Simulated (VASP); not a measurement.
# HfC2 (P6/mmm) in VASP: further runs, part 2 of 2

VASP 6.6.1.

**4. Relaxation of cell and atoms, PBE**

File INCAR:

```
PREC = Accurate
ENCUT = 600
EDIFF = 1E-6
ISMEAR = 0
SIGMA = 0.1
LREAL = F
LASPH = T
NELM = 60
ALGO = Normal
ISIF = 3
LWAVE = F
LCHARG = F
GGA = PE
IBRION = 2
NSW = 90
EDIFFG = -0.04
```

File KPOINTS:

```
Automatic mesh
0
Gamma
  6 6 4
```

File POSCAR:

```
HfC2
1.0
    3.0036147600      0.0000000000      0.0000000000
   -1.5018073800      2.6012066800      0.0000000000
    0.0000000000      0.0000000000      5.8603063200
Hf C
1 2
Direct
    0.0000000000      0.0000000000      0.5000000000
    0.0000000000      0.0000000000      0.8935338000
    0.0000000000      0.0000000000      0.1064662000
```

Potentials or basis: VASP PAW PBE potentials, release 64 (Hf_pv, C).

Started as:

```console
$ cat potpaw_PBE.64/Hf_pv/POTCAR potpaw_PBE.64/C/POTCAR > POTCAR
$ mpirun -np 1 vasp_std > vasp.out
```

OUTCAR:

```text
PREC = Accurate
   ENCUT = 600
   EDIFF = 1E-6
   ISMEAR = 0
   LREAL = F
   LASPH = T
   NELM = 60
   ISIF = 3
   GGA = PE
   IBRION = 2
   NSW = 90
   EDIFFG = -0.04

 ion  position               nearest neighbor table
   1  0.000  0.000  0.500-   2 2.31   3 2.31
   2  0.000  0.000  0.894-   3 1.25   1 2.31
   3  0.000  0.000  0.106-   2 1.25   1 2.31

  LATTYP: Found a hexagonal cell.
 ALAT       =     3.0036147600
 C/A-ratio  =     1.9510845392

  Lattice vectors:

 A1 = (   3.0036147600,   0.0000000000,   0.0000000000)
 A2 = (  -1.5018073800,   2.6012066800,   0.0000000000)
 A3 = (   0.0000000000,   0.0000000000,   5.8603063200)

Analysis of symmetry for initial positions (statically):
=====================================================================
 Subroutine PRICEL returns:
 Original cell was already a primitive cell.

 Routine SETGRP: Setting up the symmetry group for a
 hexagonal supercell.

 Subroutine GETGRP returns: Found 24 space group operations
 (whereof 24 operations were pure point group operations)
 out of a pool of 24 trial point group operations.

The static configuration has the point symmetry D_6h.

Analysis of symmetry for dynamics (positions and initial velocities):
=====================================================================
 Subroutine PRICEL returns:
 Original cell was already a primitive cell.

 Routine SETGRP: Setting up the symmetry group for a
 hexagonal supercell.

 Subroutine GETGRP returns: Found 24 space group operations
 (whereof 24 operations were pure point group operations)
 out of a pool of 24 trial point group operations.

The dynamic configuration has the point symmetry D_6h.

 Subroutine INISYM returns: Found 24 space group operations
 (whereof 24 operations are pure point group operations),
 and found     1 'primitive' translations

----------------------------------------------------------------------------------------

                                     Primitive cell

  volume of cell :      45.7867

  direct lattice vectors                    reciprocal lattice vectors
     3.003614760  0.000000000  0.000000000     0.332932177  0.192218482  0.000000000
    -1.501807380  2.601206680  0.000000000     0.000000000  0.384436964  0.000000000
     0.000000000  0.000000000  5.860306320     0.000000000  0.000000000  0.170639544

  length of vectors
     3.003614760  3.003614755  5.860306320     0.384436964  0.384436964  0.170639544

  position of ions in fractional coordinates (direct lattice)
     0.000000000  0.000000000  0.500000000
     0.000000000  0.000000000  0.893533800
     0.000000000  0.000000000  0.106466200

  ion indices of the primitive-cell ions
   primitive index   ion index
                 1           1
                 2           2
                 3           3

----------------------------------------------------------------------------------------

 KPOINTS: Automatic mesh

Automatic generation of k-mesh.
 Grid dimensions read from file:
 generate k-points for:    6    6    4

 Generating k-lattice:

  Cartesian coordinates                     Fractional coordinates (reciprocal lattice)
     0.055488696  0.032036414  0.000000000     0.166666667 -0.000000000  0.000000000
     0.000000000  0.064072827  0.000000000     0.000000000  0.166666667  0.000000000
     0.000000000  0.000000000  0.042659886     0.000000000  0.000000000  0.250000000

  Length of vectors
     0.064072827  0.064072827  0.042659886

  Shift w.r.t. Gamma in fractional coordinates (k-lattice)
     0.000000000  0.000000000  0.000000000

 Subroutine IBZKPT returns following result:
 ===========================================

 Found     21 irreducible k-points:

 Following reciprocal coordinates:
            Coordinates               Weight
  0.000000  0.000000  0.000000      1.000000
  0.166667  0.000000  0.000000      6.000000
  0.333333  0.000000  0.000000      6.000000
  0.500000  0.000000  0.000000      3.000000
  0.166667  0.166667  0.000000      6.000000
  0.333333  0.166667  0.000000     12.000000
[... 13 lines left out ...]
  0.333333  0.166667  0.500000     12.000000
  0.333333  0.333333  0.500000      2.000000
   k-points           NKPTS =     21   k-points in BZ     NKDIM =     21   number of bands    NBANDS=     13
   number of dos      NEDOS =    301   number of ions     NIONS =      3
   total plane-waves  NPLWV =  27648
   dimension x,y,z NGX =    24 NGY =   24 NGZ =   48
   dimension x,y,z NGXF=    48 NGYF=   48 NGZF=   96
   ions per type =               1   2
   NGX,Y,Z   is equivalent  to a cutoff of  13.28, 13.28, 13.62 a.u.
   NGXF,Y,Z  is equivalent  to a cutoff of  26.57, 26.57, 27.23 a.u.
 SYSTEM =  unknown system
   PREC   = accura    normal or accurate (medium, high low for compatibility)
   ISTART =      0    job   : 0-new  1-cont  2-samecut
   ICHARG =      2    charge: 1-file 2-atom 10-const
   ISPIN  =      1    spin polarized calculation?
   LNONCOLLINEAR =      F non collinear calculations
   LSORBIT =      F    spin-orbit coupling
   LASPH  =      T    aspherical Exc in radial PAW
   ENCUT  =  600.0 eV  44.10 Ry    6.64 a.u.   6.00  6.00 11.70*2*pi/ulx,y,z
   NELM   =     60;   NELMIN=  2; NELMDL= -5     # of ELM steps
   EDIFF  = 0.1E-05   stopping-criterion for ELM
   LREAL  =      F    real-space projection
   EDIFFG = -.4E-01   stopping-criterion for IOM
   NSW    =     90    number of steps for IOM
   IBRION =      2    ionic relax: 0-MD 1-quasi-New 2-CG
   NFREE  =      1    steps in history (QN), initial steepest desc. (CG)
   ISIF   =      3    stress and relaxation
   ISYM   =      2    0-nonsym 1-usesym 2-fastsym
   POTIM  = 0.5000    time-step for ionic-motion
   TEBEG  =    0.0;   TEEND  =   0.0 temperature during run
   PSTRESS=    0.0 pullay stress
   NELECT =      18.0000    total number of electrons
   NUPDOWN=      -1.0000    fix difference up-down
   EMIN   =  10.00;   EMAX   =-10.00  energy-range for DOS
   EFERMI =   0.00;   METHOD = LEGACY
   ISMEAR =     0;   SIGMA  =   0.10  broadening in eV -4-tet -1-fermi 0-gaus
   EFERMI_NEDOS =   21; number of points for ismear=-14 and -15
   IALGO  =     38    algorithm
   IMIX   =      4    mixing-type and parameters
     AMIX     =   0.40;   BMIX     =  1.00
     AMIX_MAG =   1.60;   BMIX_MAG =  1.00
  volume/ion in A,a.u.               =      15.26       102.99
  Fermi-wavevector in a.u.,A,eV,Ry     =   1.199276  2.266303 19.568760  1.438263
  Thomas-Fermi vector in A             =   2.335143
   LORBIT       =      0    0 simple, 1 ext, 2 COOP (PROOUT), +10 PAW based schemes
   GGA     = PE    functional components
   LHFCALC =     F    Hartree Fock is set to
   AEXX    =    0.0000 exact exchange contribution
   IVDW    =     0    specifies the selected vdW correction
   LEPSILON=     F    determine dielectric tensor
   LRPA    =     F    only Hartree local field effects (RPA)
 conjugate gradient relaxation of ions
 non-spin polarized calculation
 Gauss-broadening in eV      SIGMA  =   0.10
  energy-cutoff  :      600.00
  volume of cell :       45.79
 maximum number of plane-waves:      1548
 NGX is ok and might be reduce to    24
   NGX = 11   NGY = 11   NGZ = 23

--------------------------------------- Ionic step        1  -------------------------------------------

 number of electron      18.0000000 magnetization

 Free energy of the ion-electron system (eV)
  ---------------------------------------------------
  ext. energy  EPLUGINS =         0.00000000
  ---------------------------------------------------
  free energy    TOTEN  =       -23.62343110 eV

  energy without entropy =      -23.60440699  energy(sigma->0) =      -23.61391904

------------------------ aborting loop because EDIFF is reached ----------------------------------------

  FORCE on cell =-STRESS in cart. coord.  units (eV):
  Direction    XX          YY          ZZ          XY          YZ          ZX
  --------------------------------------------------------------------------------------
  -------------------------------------------------------------------------------------
  Total        3.2922498      3.2922498     -2.1856615      0.0000000      0.0000000      0.0000000
  in kB      115.2030456    115.2030451    -76.4810919      0.0000000      0.0000000      0.0000000
  external PRESSURE =      51.3083329 kB  Pullay stress =       0.0000000 kB
[... 769 lines left out ...]
  band No.  band energies     occupation
      1     -28.2510      2.00000
      2     -28.2510      2.00000
      3     -27.6678      2.00000
      4      -9.7898      2.00000
      5      -3.0892      2.00000
      6      -0.5936      2.00000
      7      -0.5936      2.00000
      8       1.6772      2.00000
      9       2.3603      0.20101
     10       2.3603      0.20101
     11       5.1554      0.00000
     12       5.1554      0.00000
     13       6.9136      0.00000

[... ionic steps 4 to 12 ...]

--------------------------------------- Ionic step       13  -------------------------------------------

 number of electron      17.9999998 magnetization

------------------------ aborting loop because EDIFF is reached ----------------------------------------
[... 69 lines left out ...]
--------------------------------------- Ionic step       15  -------------------------------------------

 number of electron      17.9999998 magnetization

 Free energy of the ion-electron system (eV)
  ---------------------------------------------------
  ext. energy  EPLUGINS =         0.00000000
  ---------------------------------------------------
  free energy    TOTEN  =       -24.22450228 eV

  energy without entropy =      -24.21692214  energy(sigma->0) =      -24.22071221

 E-fermi :   0.9585     XC(G=0):  -9.2092

 val. band max:        0.9441126207   @ k =   0.3333   0.1667   0.0000
 cond. band min:       1.0265605338   @ k =   0.0000   0.0000   0.0000
 fundamental gap:      0.0824479132
 Fermi energy:         0.9585099088
[... 364 lines left out ...]
  FREE ENERGIE OF THE ION-ELECTRON SYSTEM (eV)
  ---------------------------------------------------
  free  energy   TOTEN  =       -24.2245022830 eV

  energy  without entropy=      -24.2169221405  energy(sigma->0) =      -24.22071221

 reached required accuracy - stopping structural energy minimisation
```

OSZICAR:

```text
N       E                     dE             d eps       ncg     rms          rms(c)
DAV:   1     0.444012972733E+02    0.44401E+02   -0.10250E+04   546   0.141E+03
DAV:   2    -0.247513412403E+02   -0.69153E+02   -0.65800E+02   680   0.254E+02
DAV:   3    -0.281140540727E+02   -0.33627E+01   -0.33077E+01   726   0.433E+01
[... 151 lines left out ...]
DAV:   1    -0.242245459756E+02   -0.12340E-03   -0.13465E-03   556   0.321E-01    0.971E-02
DAV:   2    -0.242245147428E+02    0.31233E-04   -0.61749E-05   596   0.647E-02    0.408E-02
DAV:   3    -0.242245043989E+02    0.10344E-04   -0.34508E-05   601   0.407E-02    0.399E-02
DAV:   4    -0.242245028974E+02    0.15015E-05   -0.54553E-06   576   0.165E-02    0.219E-02
DAV:   5    -0.242245022830E+02    0.61437E-06   -0.30635E-07   273   0.421E-03
  15 F= -.24224502E+02 E0= -.24220712E+02  d E =-.797983E-04
```

CONTCAR:

```text
HfC2
   1.00000000000000
     3.4470743600283340   -0.0000000000000000   -0.0000000000000000
    -1.7235371800141670    2.9852539566473504    0.0000000000000000
    -0.0000000000000000    0.0000000000000000    5.6085977146898260
  Hf              C
     1     2
Direct
     0.0000000000000000    0.0000000000000000    0.5000000000000000
     0.0000000000000000    0.0000000000000000    0.8876132149271150
     0.0000000000000000    0.0000000000000000    0.1123867850728850

  0.00000000E+00  0.00000000E+00  0.00000000E+00
  0.00000000E+00  0.00000000E+00  0.00000000E+00
  0.00000000E+00  0.00000000E+00  0.00000000E+00
```

It took 3.8 min on 1 thread of Intel Xeon 8259CL, shared host; peak memory 0.18 GiB.

Results:

| Item | Value |
| --- | --- |
| Free energy | -24.2245 eV |
| Relaxed volume | 19.24 Å³/atom |
| Relaxed cell | a = 3.447 Å, b = 3.447 Å, c = 5.609 Å, α = 90.00°, β = 90.00°, γ = 120.00° |
| Space group after relaxing (to 0.1 Å) | P6/mmm (No. 191) |
| Energy gained by relaxing | 200.4 meV/atom |
| Ionic steps | 15 |
| Pressure after relaxing | 0.2 GPa |
| Largest force after relaxing | 0.006 eV/Å |
| Band gap on the k mesh | zero (bands 9 and 10 overlap by 0.84 eV) |

Forces in eV/Å, atoms in the order of the input:
```
Hf   0.000  0.000  0.000
C    0.000  0.000 -0.006
C    0.000  0.000  0.006
```

Step by step:
```csv
step,energy change (eV),largest force (eV/Å),pressure (GPa),volume (Å³)
1,0.0000,3.4993,5.13,45.79
2,0.9560,8.5805,-0.65,48.98
3,-0.2000,1.1613,-0.17,46.65
4,-0.0670,0.1110,22.25,47.48
5,-0.3527,0.6503,7.88,47.09
6,-0.5040,1.6621,4.60,51.49
7,-0.5125,2.7356,3.81,53.18
8,-0.5621,1.4791,0.89,55.01
9,-0.5795,0.1949,-1.94,57.10
10,-0.5895,0.0887,-1.39,57.25
11,-0.6006,0.2339,0.27,57.68
12,-0.6007,0.2022,0.10,57.64
13,-0.6010,0.0411,0.33,57.67
14,-0.6010,0.0030,0.30,57.66
15,-0.6011,0.0060,0.21,57.71
```

Final structure:
```xyz
3
Lattice="3.4471 0.0000 0.0000 -1.7235 2.9853 0.0000 0.0000 0.0000 5.6086" Properties=species:S:1:pos:R:3 pbc="T T T"
Hf    0.0000    0.0000    2.8043
C     0.0000    0.0000    4.9783
C     0.0000    0.0000    0.6303
```

Caveat: the k points lie up to 0.35 Å⁻¹ apart in the final cell, too coarse for converged energies and pressures of a metal; the volume moved by over 15 % at a fixed basis, so the end points are rough; spin-orbit coupling is left out, which moves the levels of the heavy elements.

**5. Single point, PBE**

This run uses another cell than the first one, of 19.68 Å³/atom.

File INCAR:

```
PREC = Accurate
ENCUT = 520
EDIFF = 1E-7
ISMEAR = 0
SIGMA = 0.1
LREAL = F
LASPH = T
NELM = 80
ALGO = Normal
ISIF = 2
LWAVE = F
LCHARG = T
GGA = PE
LELF = T
LVHAR = T
NBANDS = 16
```

File KPOINTS:

```
regular mesh
0
Gamma
  18 18 8
```

File POSCAR:

```
HfC2
1.0
    3.4853617123      0.0000000000      0.0000000000
   -1.7426808562      3.0184117842      0.0000000000
    0.0000000000      0.0000000000      5.6117772927
Hf C
1 2
Direct
    0.0000000000      0.0000000000      0.5000000000
    0.0000000000      0.0000000000      0.8877950274
    0.0000000000      0.0000000000      0.1122049726
```

Started as:

```console
$ cat potpaw_PBE.64/Hf_pv/POTCAR potpaw_PBE.64/C/POTCAR > POTCAR
$ mpirun -np 1 vasp_std > vasp.out
```

It took 5.3 min on 1 thread of Intel Xeon 8259CL, shared host; peak memory 0.3 GiB.

Results (log left out):

```yaml
Free_energy: -24.2108 eV
Pressure: -0.1 GPa
Largest_force: 0.137 eV/Å
Band_gap_on_the_k_mesh: zero (bands 9 and 10 overlap by 0.80 eV)
```

Forces on the atoms (eV/Å):
```
Hf   0.000  0.000  0.000
C    0.000  0.000 -0.137
C    0.000  0.000  0.137
```

Stress tensor (GPa, compression positive):
```
-0.09  0.00  0.00
 0.00 -0.09  0.00
 0.00  0.00 -0.21
```

Levels at points of the mesh, in eV from the Fermi level:
```csv
k point,band 5,band 6,band 7,band 8,band 9,band 10,band 11,band 12,band 13,band 14
"(0.00, 0.00, 0.00)",-4.79,-4.27,-2.51,0.02,0.02,1.50,1.50,2.71,2.71,7.49
"(0.50, 0.00, 0.00)",-3.50,-3.35,-2.48,-1.18,-0.46,-0.30,2.09,2.62,4.56,5.79
"(0.00, 0.00, 0.50)",-6.56,-2.98,-1.70,-0.43,-0.43,1.50,1.50,4.58,4.58,6.69
"(0.50, 0.00, 0.50)",-5.52,-2.94,-1.21,-0.94,-0.77,0.88,2.54,4.15,4.56,5.69
```

Caveat: spin-orbit coupling is left out, which moves the levels of the heavy elements.

**6. Relaxation of cell and atoms, PBE**

This run uses another cell than the first one, of 19.52 Å³/atom.

File INCAR:

```
SYSTEM = HfC2
PREC = Accurate ; ENCUT = 600
EDIFF = 1E-7 ; ISMEAR = 0
SIGMA = 0.1 ; LREAL = .False.
LASPH = .True. ; NELM = 80
ALGO = Normal ; ISIF = 3
LWAVE = .False. ; LCHARG = .False.
GGA = PE ; IBRION = 2
NSW = 100 ; EDIFFG = -0.01
```

File KPOINTS:

```
Automatic mesh
0
Gamma
  18 18 8
  0 0 0
```

File POSCAR:

```
HfC2
1.0
    3.4709153665      0.0000000000      0.0000000000
   -1.7354576833      3.0059008818      0.0000000000
    0.0000000000      0.0000000000      5.6132500950
Hf C
1 2
Direct
    0.0000000000      0.0000000000      0.5000000000
    0.0000000000      0.0000000000      0.8878870026
    0.0000000000      0.0000000000      0.1121129974
```

Potentials or basis: VASP PAW PBE potentials, release 64 (Hf_pv, C).

Started as:

```console
$ cat potpaw_PBE.64/Hf_pv/POTCAR potpaw_PBE.64/C/POTCAR > POTCAR
$ mpirun -np 1 vasp_std > vasp.out
```

Run time: 23 min. Hardware: 1 thread of Intel Xeon 8259CL, shared host; peak memory 0.36 GiB.

The run converged. Its results:

```yaml
Free_energy: -24.2128 eV
Relaxed_volume: 19.58 Å³/atom
Relaxed_cell: a = 3.478 Å, b = 3.478 Å, c = 5.607 Å, α = 90.00°, β = 90.00°, γ = 120.00°
Space_group_after_relaxing_to_0.1_Å: P6/mmm (No. 191)
Energy_gained_by_relaxing: 0.2 meV/atom
Ionic_steps: 10
Pressure_after_relaxing: 0.0 GPa
Largest_force_after_relaxing: 0.004 eV/Å
Band_gap_on_the_k_mesh: zero (bands 9 and 10 overlap by 0.81 eV)
```

Forces in eV/Å, atoms in the order of the input:
```
Hf   0.000  0.000  0.000
C    0.000  0.000 -0.004
C    0.000  0.000  0.004
```

Step by step:
```tsv
step	energy change (eV)	largest force (eV/Å)	pressure (GPa)	volume (Å³)
1	0.0000	0.2129	0.00	58.56
2	0.0100	1.2280	-0.78	58.56
3	-0.0003	0.0173	-0.13	58.56
4	0.0001	0.0328	0.56	58.45
5	-0.0005	0.0006	0.08	58.53
6	-0.0005	0.0023	0.07	58.53
7	-0.0005	0.0038	0.06	58.58
8	-0.0005	0.0209	0.00	58.73
9	-0.0005	0.0642	-0.09	58.78
10	-0.0005	0.0040	-0.02	58.74
```

Final structure:
```
Hf C
1.0
     3.47808    0.00000    0.00000
    -1.73904    3.01211    0.00000
     0.00000    0.00000    5.60721
Hf C
1 2
Direct
  0.00000 0.00000 0.50000
  0.00000 0.00000 0.88758
  0.00000 0.00000 0.11242
```

Levels at points of the mesh, in eV from the Fermi level:
```tsv
k point	band 7	band 8	band 9	band 10	band 11	band 12
(0.00, 0.00, 0.00)	-2.52	0.04	0.04	1.51	1.51	2.73
(0.50, 0.00, 0.00)	-2.49	-1.19	-0.45	-0.31	2.10	2.64
(0.00, 0.00, 0.50)	-1.70	-0.42	-0.42	1.52	1.52	4.61
(0.50, 0.00, 0.50)	-1.21	-0.93	-0.76	0.88	2.55	4.17
```

Caveat: spin-orbit coupling is left out, which moves the levels of the heavy elements.

**7. Summary**

| task | cell | k mesh | cutoff (eV) | gap on the mesh (eV) | pressure (GPa) | relaxed volume (Å³/atom) | largest force (eV/Å) |
| --- | --- | --- | --- | --- | --- | --- | --- |
| single point | a = 3.004, b = 3.004, c = 5.860 Å, angles 90.0, 90.0, 120.0°, 3 atoms, atomic positions A | 6 × 6 × 4 | 520 | none | 5.2 | - | 3.51 |
| single point | a = 3.471, b = 3.471, c = 5.613 Å, angles 90.0, 90.0, 120.0°, 3 atoms, atomic positions B | 6 × 6 × 4 | 520 | none | -0.1 | - | 0.16 |
| relaxation of cell and atoms | relaxed from a = 3.004, b = 3.004, c = 5.860 Å, angles 90.0, 90.0, 120.0°, 3 atoms, atomic positions A | 6 × 6 × 4 | 600 | none | 0.2 | 19.24 | 0.01 |
| single point | a = 3.485, b = 3.485, c = 5.612 Å, angles 90.0, 90.0, 120.0°, 3 atoms, atomic positions B | 18 × 18 × 8 | 520 | none | -0.1 | - | 0.14 |
| relaxation of cell and atoms | relaxed from a = 3.471, b = 3.471, c = 5.613 Å, angles 90.0, 90.0, 120.0°, 3 atoms, atomic positions B | 18 × 18 × 8 | 600 | none | 0.0 | 19.58 | - |

Alike in all rows: level PBE; potentials or basis VASP PAW PBE potentials, release 64 (Hf_pv, C); no spin polarisation; smearing gaussian 0.1 eV.

Caveats: some runs use coarse meshes; spin-orbit coupling is left out, which moves the levels of the heavy elements; forces of over 1 eV/Å act on the atoms, so gaps and moduli don't describe the material at rest (at least some runs); the volume moved by over 15 % at a fixed basis, so the end points are rough (at least some runs).

Absolute energies hang on the potentials; compare differences alone.

The gap in the log of VASP goes by the Fermi energy; the results here count the filled bands.